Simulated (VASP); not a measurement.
# GaSb: single point with PBEsol

GaSb:

```xyz
2
Lattice="0.0000 3.0353 3.0353 3.0353 0.0000 3.0353 3.0353 3.0353 0.0000" Properties=species:S:1:pos:R:3 pbc="T T T"
Ga    0.0000    0.0000    0.0000
Sb    4.5529    4.5529    4.5529
```

This cell differs from its parent crystal: volume scaled by 0.980.

```json
{
 "Program": "VASP 6.6.1",
 "Task": "single point",
 "Functional": "PBEsol",
 "Potentials or basis": "VASP PAW PBE potentials, release 64 (Ga_d, Sb)",
 "Cutoff": "520 eV",
 "k mesh": "10 × 10 × 10",
 "Occupations": "gaussian, width 0.05 eV",
 "Spin": "no spin polarisation"
}
```

```yaml
Pressure: 1.2 GPa
Band_gap_on_the_k_mesh: 0.16 eV, direct
```

Levels at points of the mesh, in eV from the valence-band top:
```tsv
k point	band 5	band 6	band 7	band 8	band 9	band 10	band 11	band 12	band 13	band 14
(0.00, 0.00, 0.00)	-14.99	-11.67	0.00	0.00	0.00	0.16	2.75	2.75	2.75	5.65
(0.50, 0.00, 0.00)	-14.99	-9.98	-6.51	-1.20	-1.20	0.40	3.72	3.72	6.30	9.39
(0.50, 0.50, 0.00)	-14.99	-9.11	-6.94	-2.67	-2.67	0.81	1.11	8.82	8.82	10.18
```

Wall time 11 s on 1 thread of Intel(R) Xeon(R) 6975P-C (Granite Rapids) (shared host), peak memory 0.19 GiB.

Caveat: the PAW data sets were made with another functional, which shifts forces and pressure a little; spin-orbit coupling is left out, which moves the levels of the heavy elements. A k mesh can miss the band edges.
